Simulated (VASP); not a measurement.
# Si (Cmcm) in VASP: single point with r2SCAN

Aim: the single point of Si with r2SCAN.

All numbers are computed with VASP 6.6.1; they aren't measurements. Logs are shortened: lines on timing, memory, paths and dates and some standing lists are left out, and cuts for length are marked.

### Step 1. The cell of the first run

It takes space group Cmcm (No. 63, orthorhombic). Conventional cell: a = 3.831 Å, b = 10.718 Å, c = 12.686 Å, α = 90.00°, β = 90.00°, γ = 90.00°. Within 3.1 Å of Si (site symmetry m) lie 4 Si at 2.34 to 2.38 Å. Si (site symmetry m) has 4 Si at 2.35 to 2.38 Å within 3.1 Å. Within 3.1 Å of Si (site symmetry m) lie 4 Si at 2.34 to 2.38 Å.

### Step 2. Single point, r2SCAN

The input, POSCAR:

```
Si
1.0
    1.9155026727     -5.3588271886      0.0000000000
    1.9155026727      5.3588271886      0.0000000000
    0.0000000000      0.0000000000     12.6862552050
Si
12
Direct
    0.7573183262      0.2426816738      0.9450752754
    0.2426816738      0.7573183262      0.0549247246
    0.7573183262      0.2426816738      0.5549247246
    0.2426816738      0.7573183262      0.4450752754
    0.4286864634      0.5713135366      0.1572661549
    0.5713135366      0.4286864634      0.8427338451
    0.4286864634      0.5713135366      0.3427338451
    0.5713135366      0.4286864634      0.6572661549
    0.9713249271      0.0286750729      0.9094201287
    0.0286750729      0.9713249271      0.0905798713
    0.9713249271      0.0286750729      0.5905798713
    0.0286750729      0.9713249271      0.4094201287
```

The input, INCAR.step1:

```
PREC = Accurate ; ENCUT = 520
ISMEAR = 0 ; SIGMA = 0.05
LREAL = False ; LASPH = True
NELM = 60 ; NBANDS = 36
GGA = PE ; ALGO = Normal
EDIFF = 1E-4 ; LWAVE = True
LCHARG = False
```

The input, INCAR.step2:

```
PREC = Accurate ; ENCUT = 520
EDIFF = 1E-7 ; ISMEAR = 0
SIGMA = 0.05 ; LREAL = False
LASPH = True ; NELM = 60
ALGO = Normal ; ISIF = 2
LWAVE = False ; LCHARG = False
METAGGA = R2SCAN ; LMIXTAU = True
NBANDS = 36 ; ISTART = 1
```

The input, KPOINTS:

```
Automatic mesh
0
Gamma
  8 8 2
```

Potentials or basis: VASP PAW PBE potentials, release 64 (Si).

Started as:

```console
$ cat potpaw_PBE.64/Si/POTCAR > POTCAR
$ cp INCAR.step1 INCAR
$ mpirun -np 1 vasp_std > vasp.out
$ cp INCAR.step2 INCAR
$ mpirun -np 1 vasp_std > vasp.out
```

OUTCAR:

```text
PREC = Accurate
   ENCUT = 520
   EDIFF = 1E-7
   ISMEAR = 0
   LREAL = False
   LASPH = True
   NELM = 60
   ISIF = 2
   METAGGA = R2SCAN
   ISTART = 1

 ion  position               nearest neighbor table
   1  0.757  0.243  0.945-   9 2.34   2 2.37   2 2.37   6 2.38
   2  0.243  0.757  0.055-  10 2.34   1 2.37   1 2.37   5 2.38
   3  0.757  0.243  0.555-  11 2.34   4 2.37   4 2.37   8 2.38
   4  0.243  0.757  0.445-  12 2.34   3 2.37   3 2.37   7 2.38
   5  0.429  0.571  0.157-  10 2.35  10 2.35   7 2.35   2 2.38
   6  0.571  0.429  0.843-   9 2.35   9 2.35   8 2.35   1 2.38
   7  0.429  0.571  0.343-  12 2.35  12 2.35   5 2.35   4 2.38
   8  0.571  0.429  0.657-  11 2.35  11 2.35   6 2.35   3 2.38
   9  0.971  0.029  0.909-   1 2.34   6 2.35   6 2.35  10 2.38
  10  0.029  0.971  0.091-   2 2.34   5 2.35   5 2.35   9 2.38
  11  0.971  0.029  0.591-   3 2.34   8 2.35   8 2.35  12 2.38
  12  0.029  0.971  0.409-   4 2.34   7 2.35   7 2.35  11 2.38

  LATTYP: Found a base centered orthorhombic cell.
 ALAT       =     3.8310053454
 B/A-ratio  =     2.7976088287
 C/A-ratio  =     3.3114689386

  Lattice vectors:

 A1 = (   1.9155026727,  -5.3588271886,   0.0000000000)
 A2 = (   1.9155026727,   5.3588271886,   0.0000000000)
 A3 = (   0.0000000000,   0.0000000000,  12.6862552050)

Analysis of symmetry for initial positions (statically):
=====================================================================
 Subroutine PRICEL returns:
 Original cell was already a primitive cell.

 Routine SETGRP: Setting up the symmetry group for a
 base centered orthorhombic supercell.

 Subroutine GETGRP returns: Found  8 space group operations
 (whereof  4 operations were pure point group operations)
 out of a pool of  8 trial point group operations.

The static configuration has the point symmetry C_2h.
 The point group associated with its full space group is D_2h.

Analysis of symmetry for dynamics (positions and initial velocities):
=====================================================================
 Subroutine PRICEL returns:
 Original cell was already a primitive cell.

 Routine SETGRP: Setting up the symmetry group for a
 base centered orthorhombic supercell.

 Subroutine GETGRP returns: Found  8 space group operations
 (whereof  4 operations were pure point group operations)
 out of a pool of  8 trial point group operations.

The dynamic configuration has the point symmetry C_2h.
 The point group associated with its full space group is D_2h.

 Subroutine INISYM returns: Found  8 space group operations
 (whereof  4 operations are pure point group operations),
 and found     1 'primitive' translations

----------------------------------------------------------------------------------------

                                     Primitive cell

  volume of cell :     260.4450

  direct lattice vectors                    reciprocal lattice vectors
     1.915502673 -5.358827189  0.000000000     0.261028088 -0.093303998  0.000000000
     1.915502673  5.358827189  0.000000000     0.261028088  0.093303998  0.000000000
     0.000000000  0.000000000 12.686255205     0.000000000  0.000000000  0.078825468

  length of vectors
     5.690885636  5.690885636 12.686255205     0.277202631  0.277202631  0.078825468

  position of ions in fractional coordinates (direct lattice)
     0.757318326  0.242681674  0.945075275
     0.242681674  0.757318326  0.054924725
     0.757318326  0.242681674  0.554924725
     0.242681674  0.757318326  0.445075275
     0.428686463  0.571313537  0.157266155
     0.571313537  0.428686463  0.842733845
     0.428686463  0.571313537  0.342733845
     0.571313537  0.428686463  0.657266155
     0.971324927  0.028675073  0.909420129
     0.028675073  0.971324927  0.090579871
     0.971324927  0.028675073  0.590579871
     0.028675073  0.971324927  0.409420129

  ion indices of the primitive-cell ions
   primitive index   ion index
                 1           1
                 2           2
                 3           3
                 4           4
                 5           5
                 6           6
                 7           7
                 8           8
                 9           9
                10          10
                11          11
                12          12

----------------------------------------------------------------------------------------

 KPOINTS: Automatic mesh

Automatic generation of k-mesh.
 Grid dimensions read from file:
 generate k-points for:    8    8    2

 Generating k-lattice:

  Cartesian coordinates                     Fractional coordinates (reciprocal lattice)
     0.032628511 -0.011663000  0.000000000     0.125000000  0.000000000  0.000000000
     0.032628511  0.011663000  0.000000000     0.000000000  0.125000000  0.000000000
     0.000000000  0.000000000  0.039412734     0.000000000  0.000000000  0.500000000

  Length of vectors
     0.034650329  0.034650329  0.039412734

  Shift w.r.t. Gamma in fractional coordinates (k-lattice)
     0.000000000  0.000000000  0.000000000

 Subroutine IBZKPT returns following result:
 ===========================================

 Found     42 irreducible k-points:

 Following reciprocal coordinates:
            Coordinates               Weight
  0.000000  0.000000  0.000000      1.000000
  0.125000  0.000000  0.000000      4.000000
  0.250000  0.000000  0.000000      4.000000
  0.375000  0.000000  0.000000      4.000000
  0.500000  0.000000  0.000000      2.000000
  0.125000  0.125000  0.000000      2.000000
[... 16 lines left out ...]
  0.125000  0.000000  0.500000      4.000000
  0.250000  0.000000  0.500000      4.000000
 [... further k-points ...]
   k-points           NKPTS =     42   k-points in BZ     NKDIM =     42   number of bands    NBANDS=     36
   number of dos      NEDOS =    301   number of ions     NIONS =     12
   total plane-waves  NPLWV = 169344
   dimension x,y,z NGX =    42 NGY =   42 NGZ =   96
   dimension x,y,z NGXF=    84 NGYF=   84 NGZF=  192
   ions per type =              12
   NGX,Y,Z   is equivalent  to a cutoff of  12.27, 12.27, 12.58 a.u.
   NGXF,Y,Z  is equivalent  to a cutoff of  24.54, 24.54, 25.16 a.u.
 SYSTEM =  unknown system
   PREC   = accura    normal or accurate (medium, high low for compatibility)
   ISTART =      1    job   : 0-new  1-cont  2-samecut
   ICHARG =      0    charge: 1-file 2-atom 10-const
   ISPIN  =      1    spin polarized calculation?
   LNONCOLLINEAR =      F non collinear calculations
   LSORBIT =      F    spin-orbit coupling
   LASPH  =      T    aspherical Exc in radial PAW
   ENCUT  =  520.0 eV  38.22 Ry    6.18 a.u.  10.58 10.58 23.59*2*pi/ulx,y,z
   NELM   =     60;   NELMIN=  2; NELMDL=  0     # of ELM steps
   EDIFF  = 0.1E-06   stopping-criterion for ELM
   LREAL  =      F    real-space projection
   EDIFFG = 0.1E-05   stopping-criterion for IOM
   NSW    =      0    number of steps for IOM
   IBRION =     -1    ionic relax: 0-MD 1-quasi-New 2-CG
   NFREE  =      0    steps in history (QN), initial steepest desc. (CG)
   ISIF   =      2    stress and relaxation
   ISYM   =      2    0-nonsym 1-usesym 2-fastsym
   POTIM  = 0.5000    time-step for ionic-motion
   TEBEG  =    0.0;   TEEND  =   0.0 temperature during run
   PSTRESS=    0.0 pullay stress
   NELECT =      48.0000    total number of electrons
   NUPDOWN=      -1.0000    fix difference up-down
   EMIN   =  10.00;   EMAX   =-10.00  energy-range for DOS
   EFERMI =   0.00;   METHOD = LEGACY
   ISMEAR =     0;   SIGMA  =   0.05  broadening in eV -4-tet -1-fermi 0-gaus
   EFERMI_NEDOS =   21; number of points for ismear=-14 and -15
   IALGO  =     38    algorithm
   IMIX   =      4    mixing-type and parameters
     AMIX     =   0.40;   BMIX     =  1.00
     AMIX_MAG =   1.60;   BMIX_MAG =  1.00
  volume/ion in A,a.u.               =      21.70       146.46
  Fermi-wavevector in a.u.,A,eV,Ry     =   0.931644  1.760552 11.809317  0.867960
  Thomas-Fermi vector in A             =   2.058159
   LORBIT       =      0    0 simple, 1 ext, 2 COOP (PROOUT), +10 PAW based schemes
   METAGGA = R2SCAN    functional components
   LHFCALC =     F    Hartree Fock is set to
   AEXX    =    0.0000 exact exchange contribution
   IVDW    =     0    specifies the selected vdW correction
   LEPSILON=     F    determine dielectric tensor
   LRPA    =     F    only Hartree local field effects (RPA)
 non-spin polarized calculation
 Gauss-broadening in eV      SIGMA  =   0.05
  energy-cutoff  :      520.00
  volume of cell :      260.44
 maximum number of plane-waves:      7046
   NGX = 21   NGY = 21   NGZ = 47

 number of electron      48.0000000 magnetization

 Free energy of the ion-electron system (eV)
  ---------------------------------------------------
  ext. energy  EPLUGINS =         0.00000000
  ---------------------------------------------------
  free energy    TOTEN  =      -103.96310314 eV

  energy without entropy =     -103.96310314  energy(sigma->0) =     -103.96310314

 E-fermi :   5.2816     XC(G=0):  -9.3602

 val. band max:        5.0242138061   @ k =   0.5000   0.5000   0.0000
 cond. band min:       5.7297047818   @ k =  -0.3750   0.3750   0.0000
 fundamental gap:      0.7054909757
 Fermi energy:         5.2815719852

 k-point     1 :       0.0000    0.0000    0.0000
  band No.  band energies     occupation
      1      -7.6253      2.00000
      2      -7.2726      2.00000
      3      -5.9942      2.00000
      4      -4.6063      2.00000
      5      -4.0418      2.00000
      6      -3.2148      2.00000
[... 28 lines left out ...]
     35       8.9460      0.00000
     36       9.6346      0.00000

 k-point     2 :       0.1250    0.0000    0.0000
  band No.  band energies     occupation
      1      -7.4621      2.00000
      2      -7.1085      2.00000
      3      -5.8545      2.00000
      4      -4.4651      2.00000
      5      -3.9680      2.00000
      6      -3.2224      2.00000
[... 28 lines left out ...]
     35       9.1766      0.00000
     36       9.1977      0.00000
[... 817 lines left out ...]
     35       9.2961      0.00000
     36       9.2961      0.00000

 k-point    24 :       0.2500    0.0000    0.5000
  band No.  band energies     occupation
      1      -6.8352      2.00000
      2      -6.8352      2.00000
      3      -4.9217      2.00000
      4      -4.9217      2.00000
      5      -3.3223      2.00000
      6      -3.3223      2.00000
[... 28 lines left out ...]
     35       9.6410      0.00000
     36       9.6410      0.00000

 [... further k-points ...]
[... 5 lines left out ...]
  --------------------------------------------------------------------------------------
  -------------------------------------------------------------------------------------
  Total       -0.3309352     -0.3876542     -0.3178248      0.0000000     -0.0000000      0.0000000
  in kB       -2.0358117     -2.3847292     -1.9551603      0.0000000     -0.0000000      0.0000000
  external PRESSURE =      -2.1252337 kB  Pullay stress =       0.0000000 kB

 VOLUME and BASIS-vectors are now :
 -----------------------------------------------------------------------------
  energy-cutoff  :      520.00
  volume of cell :      260.44
      direct lattice vectors                 reciprocal lattice vectors
     1.915502673 -5.358827189  0.000000000     0.261028088 -0.093303998  0.000000000
     1.915502673  5.358827189  0.000000000     0.261028088  0.093303998  0.000000000
     0.000000000  0.000000000 12.686255205     0.000000000  0.000000000  0.078825468

 POSITION                                       TOTAL-FORCE (eV/Angst)
 -----------------------------------------------------------------------------------
      1.91550     -2.75785     11.98947         0.000000     -0.002594      0.007355
      1.91550      2.75785      0.69679         0.000000      0.002594     -0.007355
      1.91550     -2.75785      7.03992         0.000000     -0.002594     -0.007355
      1.91550      2.75785      5.64634         0.000000      0.002594      0.007355
      1.91550      0.76431      1.99512         0.000000     -0.002626      0.000092
      1.91550     -0.76431     10.69114         0.000000      0.002626     -0.000092
      1.91550      0.76431      4.34801         0.000000     -0.002626     -0.000092
      1.91550     -0.76431      8.33825         0.000000      0.002626      0.000092
      1.91550     -5.05150     11.53714         0.000000     -0.002610      0.003031
      1.91550      5.05150      1.14912         0.000000      0.002610     -0.003031
      1.91550     -5.05150      7.49225         0.000000     -0.002610     -0.003031
      1.91550      5.05150      5.19401         0.000000      0.002610      0.003031
 -----------------------------------------------------------------------------------
    total drift:                               -0.000000     -0.000000      0.000000

  FREE ENERGIE OF THE ION-ELECTRON SYSTEM (eV)
  ---------------------------------------------------
  free  energy   TOTEN  =      -103.9631031445 eV

  energy  without entropy=     -103.9631031445  energy(sigma->0) =     -103.96310314
```

It took 15 min on 1 thread of Intel Xeon 6975P-C (Granite Rapids), shared host; peak memory 0.58 GiB.

Results:

* Free energy: -103.9631 eV
* Pressure: -0.2 GPa
* Largest force: 0.008 eV/Å
* Band gap on the k mesh: 0.71 eV (least direct gap 0.78 eV)

Forces on the atoms (eV/Å):
```
Si   0.000 -0.003  0.007
Si   0.000  0.003 -0.007
Si   0.000 -0.003 -0.007
Si   0.000  0.003  0.007
Si   0.000 -0.003  0.000
Si   0.000  0.003  0.000
Si   0.000 -0.003  0.000
Si   0.000  0.003  0.000
Si   0.000 -0.003  0.003
Si   0.000  0.003 -0.003
Si   0.000 -0.003 -0.003
Si   0.000  0.003  0.003
```

Caveat: semilocal functionals underestimate gaps, and a narrow one can read as zero; the PAW data sets were made with another functional, which shifts forces and pressure a little.
